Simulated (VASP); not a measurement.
## SnO: single point with PBE

The system is SnO.

```
Sn O
1.0
     3.85193    0.00000    0.00000
     0.00000    5.07565    0.00000
     0.00000    0.00000    3.88384
Sn O
2 2
Direct
  0.00000 0.22842 0.37500
  0.50000 0.77158 0.87500
  0.00000 0.00154 0.87500
  0.50000 0.99846 0.37500
```

* Program: VASP 6.6.1
* Task: single point
* Functional: PBE
* Potentials or basis: VASP PAW PBE potentials, release 64 (Sn_d, O)
* Cutoff: 520 eV
* k mesh: 10 × 8 × 10
* Occupations: gaussian, width 0.02 eV
* Spin: no spin polarisation
* Dipole correction: no
* Further INCAR settings: ALGO = Normal; EDIFF = 1e-06; NBANDS = 28

```
Pressure               : 0.2 GPa
Largest force          : 0.077 eV/Å
Band gap on the k mesh : 0.51 eV (least direct gap 1.91 eV)
```

Forces on the atoms (eV/Å):
```
Sn   0.000  0.077  0.000
Sn   0.000 -0.077  0.000
O    0.000  0.001  0.000
O    0.000 -0.001  0.000
```

Levels at points of the mesh, in eV from the valence-band top:
```csv
k point,band 16,band 17,band 18,band 19,band 20,band 21,band 22,band 23,band 24,band 25
"(0.00, 0.00, 0.00)",-5.80,-3.16,-2.89,-2.88,0.00,1.90,4.05,4.87,4.98,5.47
"(0.50, 0.00, 0.00)",-4.64,-4.48,-4.48,-2.32,-2.32,3.00,3.00,5.70,5.70,5.91
"(0.00, 0.50, 0.00)",-3.42,-3.20,-2.90,-2.89,-1.94,1.72,3.26,3.37,3.76,7.68
"(0.50, 0.50, 0.00)",-5.03,-4.46,-4.46,-1.53,-1.53,2.47,2.47,5.54,5.54,6.36
"(0.00, 0.00, 0.50)",-4.62,-4.46,-4.46,-2.34,-2.34,3.06,3.06,5.64,5.64,5.96
"(0.50, 0.00, 0.50)",-4.75,-2.24,-2.24,-1.74,-1.74,0.51,0.51,4.56,4.56,6.78
"(0.00, 0.50, 0.50)",-4.98,-4.43,-4.43,-1.54,-1.54,2.46,2.46,5.59,5.59,6.36
"(0.50, 0.50, 0.50)",-5.08,-2.35,-2.35,-2.24,-2.24,2.61,2.61,3.73,3.73,5.50
```

Wall time 4.9 min on 1 thread of Intel(R) Xeon(R) Platinum 8259CL CPU @ 2.50GHz (Skylake/Cascade Lake), with other jobs on the host, peak memory 0.41 GiB.

Caveat: spin-orbit coupling is left out, which moves the levels of the heavy elements. A k mesh can miss the band edges.
